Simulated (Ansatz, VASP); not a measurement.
# One calculation of GaB, two programs

Contents of INCAR:

```
SYSTEM = GaB
  PREC = Accurate
  ENCUT = 500
  EDIFF = 1E-7
  ISMEAR = 0
  SIGMA = 0.1
  LREAL = .False.
  LASPH = .True.
  NELM = 120
  ALGO = Normal
  ISIF = 3
  LWAVE = .False.
  LCHARG = .False.
  GGA = PE
  IBRION = 2
  NSW = 90
  EDIFFG = -0.04
  GGA_COMPAT = .False.
  NELMIN = 4
```

The input KPOINTS:

```
regular mesh
0
Gamma
  6 6 6
  0 0 0
```

File POSCAR:

```
GaB
1.0
    0.0000000000      2.4328858433      2.5965940496
    2.2873674378      0.0000000000      2.5965940496
    2.2873674378      2.4328858433      0.0000000000
Ga B
1 1
Direct
    0.0000000000      0.0000000000      0.0000000000
    0.5000000000      0.5000000000      0.5000000000
```

Input for Ansatz:

```yaml
crystal:
  lattice:
    - [0.0, 2.4328858433, 2.5965940496]
    - [2.2873674378, 0.0, 2.5965940496]
    - [2.2873674378, 2.4328858433, 0.0]
  atoms:
    - { symbol: Ga, position: [0.0, 0.0, 0.0] }
    - { symbol: B, position: [0.5, 0.5, 0.5] }
basis:
  ecutwfc: 420
kpoints:
  mp_grid: { grid: [6, 6, 6] }
hamiltonian:
  xc: pbe
scf:
  occupations: { method: gaussian, width: 0.1 }
  lower_state_search: "off"
output:
  forces: true
  stress: true
  eigenvalues: true
relax:
  adjacent_minimum: "off"
  f_tol: 0.04
  max_steps: 70
  cell: { stress_tol: 0.4 }
```

Alike in both runs: task relaxation of cell and atoms; functional PBE; k mesh 6 × 6 × 6; occupations gaussian, width 0.1 eV; no spin polarisation.

```csv
,VASP,Ansatz
version,VASP 6.6.1,Ansatz 0.2.0
potentials or method,"VASP PAW PBE potentials, release 64 (Ga_d, B), cutoff 500 eV","scalar-relativistic, plane waves, PAW"
valence electrons in the cell,16,16
```

Ansatz gave:

| Property | Result |
| --- | --- |
| gap on the k mesh at the Fermi level, each at its own relaxed structure (eV) | none |
| relaxed volume (Å³/atom) | 12.06 |
| relaxed cell length with the largest relative difference (Å) | 3.258 |

Question: Which values does VASP return?

Answer: gap on the k mesh at the Fermi level, each at its own relaxed structure (eV): none; relaxed volume (Å³/atom): 12.07; relaxed cell length with the largest relative difference (Å): 3.264.

A gap of «none» marks a metal or a gap that the smearing closes.

The k mesh is coarse, so the values compare programs but aren't converged. Noted on VASP's run: the volume moved by over 15 % at a fixed basis, so the end points are rough.
